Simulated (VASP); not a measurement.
A run of VASP 6.6.1 is set up as follows.

INCAR

```
  ALGO = Normal
  EDIFF = 1E-7
  ENCUT = 520
  GGA = PE
  ISIF = 2
  ISMEAR = 0
  LASPH = T
  LCHARG = T
  LELF = T
  LREAL = F
  LVHAR = T
  LWAVE = F
  NBANDS = 26
  NELM = 60
  PREC = Accurate
  SIGMA = 0.01
```

File KPOINTS:

```
k-points
0
Gamma
  6 6 6
```

Contents of POSCAR:

```
AlBSb2
1.0
   -2.9371632902      2.9371632902      5.6557754865
    2.9371632902     -2.9371632902      5.6557754865
    2.9371632902      2.9371632902     -5.6557754865
B Sb Al
2 4 2
Direct
    0.0000000000      0.0000000000      0.0000000000
    0.7500000000      0.2500000000      0.5000000000
    0.3750000000      0.3228987427      0.4478987427
    0.0728987427      0.6250000000     -0.0521012573
    0.8750000000      0.9271012573      0.5521012573
    0.6771012573      0.1250000000      0.0521012573
    0.5000000000      0.5000000000      0.0000000000
    0.2500000000      0.7500000000      0.5000000000
```

Potentials or basis: VASP PAW PBE potentials, release 64 (B, Sb, Al).

Launch:

```sh
$ cat potpaw_PBE.64/B/POTCAR potpaw_PBE.64/Sb/POTCAR potpaw_PBE.64/Al/POTCAR > POTCAR
$ mpirun -np 1 vasp_std > vasp.out
```

Q: What does it give for the band gap on the k mesh?

A: 0.68 eV (least direct gap 0.76 eV).

Q: Predict the largest force.

A: 0.017 eV/Å.

Q: Predict the pressure.

A: -1.7 GPa.

Forces on the atoms (eV/Å):
```
B    0.000  0.000  0.000
B    0.000  0.000  0.000
Sb   0.017  0.000  0.000
Sb   0.000  0.017  0.000
Sb  -0.017  0.000  0.000
Sb   0.000 -0.017  0.000
Al   0.000  0.000  0.000
Al   0.000  0.000  0.000
```

Caveat: spin-orbit coupling is left out, which moves the levels of the heavy elements. A k mesh can miss the band edges.
